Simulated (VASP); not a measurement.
Runs of VASP 6.6.1 on Al. The structure is that of space group I4/mmm (No. 139), or close to it. The cells are those of the table. 

```tsv
cell	gap on the mesh (eV)	pressure (GPa)
a = 2.967, b = 2.967, c = 3.907 Å, 2 atoms	none	(a)
a = 2.924, b = 2.924, c = 3.871 Å, 2 atoms	none	-1.4
a = 2.924, b = 2.924, c = 3.943 Å, 2 atoms	none	-2.9
a = 2.871, b = 2.871, c = 3.835 Å, 2 atoms	none	(b)
a = 2.712, b = 2.712, c = 4.205 Å, 2 atoms	none	4.9
```

Alike in all rows: task single point; level PBEsol; potentials or basis VASP PAW PBE potentials, release 64 (Al); no spin polarisation; k mesh 18 × 18 × 14; cutoff (eV) 520; smearing gaussian 0.1 eV.

Estimate the missing entries.

(a) -4.0; (b) 2.4.

Caveats: the PAW data sets were made with another functional, which shifts forces and pressure a little.

A gap of «none» marks levels without a gap at the run's occupations.
